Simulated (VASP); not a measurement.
# Al2Ru (I4/mmm) in VASP: a series of runs

Al2Ru is run at these levels: PBEsol; tasks: single point.

Program: VASP 6.6.1. These are calculated values, not measurements. Logs are shortened: lines on timing, memory, paths and dates and some standing lists are left out, and cuts for length are marked.

## (1) The cell of the first run

The structure is tetragonal, space group I4/mmm (No. 139). Conventional cell: a = 3.032 Å, b = 3.032 Å, c = 8.181 Å, α = 90.00°, β = 90.00°, γ = 90.00°. Al (site symmetry 4mm) has 5 Ru at 2.51 to 2.79 Å and 9 Al at 2.60 to 3.03 Å within 3.3 Å. Within 3.3 Å of Ru (site symmetry 4/mmm) lie 10 Al at 2.51 to 2.79 Å and 4 Ru at 3.03 Å.

## (2) Single point, PBEsol, collinear spin, ferromagnetic start (12.54 Å³/atom)

INCAR reads:

```
SYSTEM = Al2Ru
PREC = Accurate
ENCUT = 520
EDIFF = 1E-6
ISMEAR = 0
SIGMA = 0.15
LREAL = .FALSE.
LASPH = .TRUE.
NELM = 150
ALGO = Fast
ISIF = 2
LWAVE = .FALSE.
LCHARG = .TRUE.
ISPIN = 2
MAGMOM = 0 0 0.938
LORBIT = 11
NUPDOWN = 0.9375
LMAXMIX = 4
GGA = PS
LVHAR = .TRUE.
NBANDS = 21
KPAR = 4
```

KPOINTS reads:

```
regular mesh
0
G
  20 20 20
  0 0 0
```

POSCAR reads:

```
Al2Ru
1.0
   -1.5160409298      1.5160409298      4.0907071886
    1.5160409298     -1.5160409298      4.0907071886
    1.5160409298      1.5160409298     -4.0907071886
Al Ru
2 1
Direct
    0.6590805105      0.6590805105      0.0000000000
    0.3409194895      0.3409194895      0.0000000000
    0.0000000000      0.0000000000      0.0000000000
```

Potentials or basis: VASP PAW PBE potentials, release 64 (Al, Ru_pv).

Run with:

```sh
> cat potpaw_PBE.64/Al/POTCAR potpaw_PBE.64/Ru_pv/POTCAR > POTCAR
> mpirun -np 4 vasp_std > vasp.out
```

OUTCAR:

```text
SYSTEM = Al2Ru
   PREC = Accurate
   ENCUT = 520
   EDIFF = 1E-6
   ISMEAR = 0
   LREAL = .FALSE.
   LASPH = .TRUE.
   NELM = 150
   ISIF = 2
   ISPIN = 2
   LORBIT = 11
   NUPDOWN = 0.9375
   GGA = PS

 ion  position               nearest neighbor table
   1  0.659  0.659  0.000-   3 2.51   3 2.51   3 2.51   3 2.51   2 2.60   2 2.61   2 2.61   2 2.61
                             2 2.61   3 2.79
   2  0.341  0.341  0.000-   3 2.51   3 2.51   3 2.51   3 2.51   1 2.60   1 2.61   1 2.61   1 2.61
                             1 2.61   3 2.79
   3  0.000  0.000  0.000-   1 2.51   1 2.51   2 2.51   1 2.51   2 2.51   2 2.51   1 2.51   2 2.51
                             1 2.79   2 2.79

  LATTYP: Found a body centered tetragonal cell.
 ALAT       =     3.0320818596
 C/A-ratio  =     2.6982828156

  Lattice vectors:

 A1 = (  -1.5160409298,   1.5160409298,   4.0907071886)
 A2 = (   1.5160409298,  -1.5160409298,   4.0907071886)
 A3 = (   1.5160409298,   1.5160409298,  -4.0907071886)

Analysis of symmetry for initial positions (statically):
=====================================================================
 Subroutine PRICEL returns:
 Original cell was already a primitive cell.

 Routine SETGRP: Setting up the symmetry group for a
 body centered tetragonal supercell.

 Subroutine GETGRP returns: Found 16 space group operations
 (whereof 16 operations were pure point group operations)
 out of a pool of 16 trial point group operations.

The static configuration has the point symmetry D_4h.

Analysis of symmetry for dynamics (positions and initial velocities):
=====================================================================
 Subroutine PRICEL returns:
 Original cell was already a primitive cell.

 Routine SETGRP: Setting up the symmetry group for a
 body centered tetragonal supercell.

 Subroutine GETGRP returns: Found 16 space group operations
 (whereof 16 operations were pure point group operations)
 out of a pool of 16 trial point group operations.

The dynamic configuration has the point symmetry D_4h.

Analysis of structural, dynamic, and magnetic symmetry:
=====================================================================
 Subroutine PRICEL returns:
 Original cell was already a primitive cell.

 Routine SETGRP: Setting up the symmetry group for a
 body centered tetragonal supercell.

 Subroutine GETGRP returns: Found 16 space group operations
 (whereof 16 operations were pure point group operations)
 out of a pool of 16 trial point group operations.

The overall configuration has the point symmetry D_4h.

 Subroutine INISYM returns: Found 16 space group operations
 (whereof 16 operations are pure point group operations),
 and found     1 'primitive' translations

----------------------------------------------------------------------------------------

                                     Primitive cell

  volume of cell :      37.6080

  direct lattice vectors                    reciprocal lattice vectors
    -1.516040930  1.516040930  4.090707189     0.000000000  0.329806399  0.122228255
     1.516040930 -1.516040930  4.090707189     0.329806399  0.000000000  0.122228255
     1.516040930  1.516040930 -4.090707189     0.329806399  0.329806399  0.000000000

  length of vectors
     4.618511178  4.618511178  4.618511178     0.351727177  0.351727177  0.466416683

  position of ions in fractional coordinates (direct lattice)
     0.659080510  0.659080510  0.000000000
     0.340919490  0.340919490  0.000000000
     0.000000000  0.000000000  0.000000000

  ion indices of the primitive-cell ions
   primitive index   ion index
                 1           1
                 2           2
                 3           3

----------------------------------------------------------------------------------------

 KPOINTS: regular mesh

Automatic generation of k-mesh.
 Grid dimensions read from file:
 generate k-points for:   20   20   20

 Generating k-lattice:

  Cartesian coordinates                     Fractional coordinates (reciprocal lattice)
     0.000000000  0.016490320  0.006111413     0.050000000  0.000000000  0.000000000
     0.016490320  0.000000000  0.006111413     0.000000000  0.050000000  0.000000000
     0.016490320  0.016490320  0.000000000     0.000000000  0.000000000  0.050000000

  Length of vectors
     0.017586359  0.017586359  0.023320834

  Shift w.r.t. Gamma in fractional coordinates (k-lattice)
     0.000000000  0.000000000  0.000000000

 Subroutine IBZKPT returns following result:
 ===========================================

 Found    641 irreducible k-points:

 Following reciprocal coordinates:
            Coordinates               Weight
  0.000000  0.000000  0.000000      1.000000
  0.050000 -0.000000  0.000000      8.000000
  0.100000  0.000000 -0.000000      8.000000
  0.150000 -0.000000  0.000000      8.000000
  0.200000  0.000000 -0.000000      8.000000
  0.250000 -0.000000  0.000000      8.000000
[... 16 lines left out ...]
 -0.400000  0.050000 -0.000000     16.000000
 -0.350000  0.050000  0.000000     16.000000
 [... further k-points ...]
   k-points           NKPTS =    641   k-points in BZ     NKDIM =    641   number of bands    NBANDS=     21
   number of dos      NEDOS =    301   number of ions     NIONS =      3
   total plane-waves  NPLWV =  46656
   dimension x,y,z NGX =    36 NGY =   36 NGZ =   36
   dimension x,y,z NGXF=    72 NGYF=   72 NGZF=   72
   ions per type =               2   1
   NGX,Y,Z   is equivalent  to a cutoff of  12.96, 12.96, 12.96 a.u.
   NGXF,Y,Z  is equivalent  to a cutoff of  25.92, 25.92, 25.92 a.u.
 SYSTEM =  Al2Ru
   PREC   = accura    normal or accurate (medium, high low for compatibility)
   ISTART =      0    job   : 0-new  1-cont  2-samecut
   ICHARG =      2    charge: 1-file 2-atom 10-const
   ISPIN  =      2    spin polarized calculation?
   LNONCOLLINEAR =      F non collinear calculations
   LSORBIT =      F    spin-orbit coupling
   LASPH  =      T    aspherical Exc in radial PAW
   ENCUT  =  520.0 eV  38.22 Ry    6.18 a.u.   8.59  8.59  8.59*2*pi/ulx,y,z
   NELM   =    150;   NELMIN=  2; NELMDL= -5     # of ELM steps
   EDIFF  = 0.1E-05   stopping-criterion for ELM
   LREAL  =      F    real-space projection
[... 7 lines left out ...]
   TEBEG  =    0.0;   TEEND  =   0.0 temperature during run
   PSTRESS=    0.0 pullay stress
   NELECT =      20.0000    total number of electrons
   NUPDOWN=       0.9375    fix difference up-down
   EMIN   =  10.00;   EMAX   =-10.00  energy-range for DOS
   EFERMI =   0.00;   METHOD = LEGACY
   ISMEAR =     0;   SIGMA  =   0.15  broadening in eV -4-tet -1-fermi 0-gaus
   EFERMI_NEDOS =   21; number of points for ismear=-14 and -15
   IALGO  =     68    algorithm
   IMIX   =      4    mixing-type and parameters
     AMIX     =   0.40;   BMIX     =  1.00
     AMIX_MAG =   1.60;   BMIX_MAG =  1.00
  volume/ion in A,a.u.               =      12.54        84.60
  Fermi-wavevector in a.u.,A,eV,Ry     =   1.326350  2.506438 23.935421  1.759204
  Thomas-Fermi vector in A             =   2.455743
   LORBIT       =     11    0 simple, 1 ext, 2 COOP (PROOUT), +10 PAW based schemes
   GGA     = PS    functional components
   LHFCALC =     F    Hartree Fock is set to
   AEXX    =    0.0000 exact exchange contribution
   IVDW    =     0    specifies the selected vdW correction
   LEPSILON=     F    determine dielectric tensor
   LRPA    =     F    only Hartree local field effects (RPA)
 spin polarized calculation
 RMM-DIIS sequential band-by-band and
 Gauss-broadening in eV      SIGMA  =   0.15
  energy-cutoff  :      520.00
  volume of cell :       37.61
 maximum number of plane-waves:      1027
   NGX = 17   NGY = 17   NGZ = 17

 number of electron      20.0000000 magnetization       0.9374998

 Free energy of the ion-electron system (eV)
  ---------------------------------------------------
  ext. energy  EPLUGINS =         0.00000000
  ---------------------------------------------------
  free energy    TOTEN  =       -19.56189428 eV

  energy without entropy =      -19.54607056  energy(sigma->0) =      -19.55398242

 E-fermi :  10.7813     XC(G=0): -12.4366

 val. band max:       12.6638275886   @ k =  -0.2000  -0.4500   0.2000
 cond. band min:      10.7838197329   @ k =   0.2500   0.1000   0.0500
 fundamental gap:     -1.8800078557
 Fermi energy:        12.6650078580

 spin component 1

 k-point     1 :       0.0000    0.0000    0.0000
  band No.  band energies     occupation
      1     -30.7675      1.00000
      2     -30.7373      1.00000
      3     -30.7373      1.00000
      4       0.0836      1.00000
      5       5.7598      1.00000
      6       7.4934      1.00000
[... 13 lines left out ...]
     20      24.9599      0.00000
     21      28.6889      0.00000
[... 529 lines left out ...]
 k-point    24 :      -0.3500    0.0500    0.0000
  band No.  band energies     occupation
      1     -30.8874      1.00000
      2     -30.7522      1.00000
      3     -30.7287      1.00000
      4       2.3382      1.00000
      5       6.0749      1.00000
      6       7.1481      1.00000
[... 13 lines left out ...]
     20      25.1451      0.00000
     21      26.4036      0.00000

 [... further k-points ...]

 spin component 2

 k-point     1 :       0.0000    0.0000    0.0000
  band No.  band energies     occupation
      1     -30.4440      1.00000
      2     -30.2957      1.00000
      3     -30.2957      1.00000
      4       0.3399      1.00000
      5       6.0522      1.00000
      6       7.9674      1.00000
[... 13 lines left out ...]
     20      25.2204      0.00000
     21      29.0346      0.00000
[... 529 lines left out ...]
 k-point    24 :      -0.3500    0.0500    0.0000
  band No.  band energies     occupation
      1     -30.4470      1.00000
      2     -30.4285      1.00000
      3     -30.2868      1.00000
      4       2.6051      1.00000
      5       6.3237      1.00000
      6       7.5067      1.00000
[... 13 lines left out ...]
     20      25.3647      0.00000
     21      26.6940      0.00000

 [... further k-points ...]
[... 5 lines left out ...]
  --------------------------------------------------------------------------------------
  -------------------------------------------------------------------------------------
  Total        5.6649999      5.6649999      4.4656261      0.0000000     -0.0000000      0.0000000
  in kB      241.3405220    241.3405220    190.2447597      0.0000000     -0.0000000      0.0000000
  external PRESSURE =     224.3086013 kB  Pullay stress =       0.0000000 kB

 VOLUME and BASIS-vectors are now :
 -----------------------------------------------------------------------------
  energy-cutoff  :      520.00
  volume of cell :       37.61
      direct lattice vectors                 reciprocal lattice vectors
    -1.516040930  1.516040930  4.090707189     0.000000000  0.329806399  0.122228255
     1.516040930 -1.516040930  4.090707189     0.329806399  0.000000000  0.122228255
     1.516040930  1.516040930 -4.090707189     0.329806399  0.329806399  0.000000000

 POSITION                                       TOTAL-FORCE (eV/Angst)
 -----------------------------------------------------------------------------------
      0.00000      0.00000      5.39221         0.000000      0.000000      0.091532
      0.00000      0.00000      2.78920        -0.000000     -0.000000     -0.091532
      0.00000      0.00000      0.00000        -0.000000     -0.000000      0.000000
 -----------------------------------------------------------------------------------
    total drift:                               -0.000000     -0.000000      0.000000

  FREE ENERGIE OF THE ION-ELECTRON SYSTEM (eV)
  ---------------------------------------------------
  free  energy   TOTEN  =       -19.5618942779 eV

  energy  without entropy=      -19.5460705629  energy(sigma->0) =      -19.55398242

 total charge

# of ion       s       p       d       tot
------------------------------------------
    1        0.410   0.456   0.000   0.867
    2        0.410   0.456   0.000   0.867
    3        0.359   6.310   6.327  12.995
--------------------------------------------------
tot          1.180   7.222   6.327  14.729

 magnetization (x)

# of ion       s       p       d       tot
------------------------------------------
    1        0.012   0.035   0.000   0.047
    2        0.012   0.035   0.000   0.047
    3        0.007   0.038   0.509   0.554
--------------------------------------------------
tot          0.031   0.108   0.509   0.648
```

It took 14 min on 4 MPI ranks of Oxide Virtual Turin-like, shared host; peak memory 0.79 GiB.

Results:

```
Free energy                                           : -19.5619 eV
Pressure                                              : 22.4 GPa
Largest force                                         : 0.092 eV/Å
Net moment                                            : 0.94 μB per cell
Site moments                                          : Al +0.05; Ru +0.55 μB
Valence electrons inside the program's atomic spheres : Al 0.87; Ru 12.99
```

Forces on the atoms (eV/Å):
```
Al   0.000  0.000  0.092
Al   0.000  0.000 -0.092
Ru   0.000  0.000  0.000
```

Stress tensor (GPa, compression positive):
```
24.13  0.00  0.00
 0.00 24.13  0.00
 0.00  0.00 19.02
```

Caveat: the stress differs along the axes, from 19 to 24 GPa; the PAW data sets were made with another functional, which shifts forces and pressure a little; the total moment is fixed, so each spin has its own Fermi level and the state may be an excited one.

[end of part 1 of 2]
